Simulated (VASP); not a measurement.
Set up this calculation in VASP 6.6.1, as the native input.

* Task: single point
* Functional: PBEsol
* Potentials or basis: VASP PAW PBE potentials, release 64 (Se)
* Cutoff: 520 eV
* k mesh: 8 × 8 × 8
* Occupations: gaussian, width 0.1 eV
* Spin: no spin polarisation
* Dipole correction: no
* Further INCAR settings: ALGO = Normal; EDIFF = 1e-06; NBANDS = 9

The structure of Se lies in POSCAR:

```
Se
1.0
   -1.6521863053      1.6521863053      2.5135604404
    1.6521863053     -1.6521863053      2.5135604404
    1.6521863053      1.6521863053     -2.5135604404
Se
1
Direct
    0.0000000000      0.0000000000      0.0000000000
```

The input as run:

INCAR

```
SYSTEM = Se
PREC = Accurate
ENCUT = 520
EDIFF = 1E-6
ISMEAR = 0
SIGMA = 0.1
LREAL = .False.
LASPH = .True.
NELM = 60
ALGO = Normal
ISIF = 2
LWAVE = .False.
LCHARG = .False.
GGA = PS
NBANDS = 9
```

KPOINTS

```
Automatic mesh
0
Gamma
  8 8 8
  0 0 0
```

Potentials or basis: VASP PAW PBE potentials, release 64 (Se).

Launch:

```bash
$ cat potpaw_PBE.64/Se/POTCAR > POTCAR
$ mpirun -np 1 vasp_std > vasp.out
```

It gave:

```yaml
Pressure: -12.9 GPa
Band_gap_on_the_k_mesh: zero (bands 3 and 4 overlap by 3.24 eV)
```

Caveat: the cell stands under tension; the PAW data sets were made with another functional, which shifts forces and pressure a little.

Run time: 8.9 s on 1 thread of AMD EPYC 9R45 96-Core Processor (Zen 5) (shared host), peak memory 0.13 GiB.
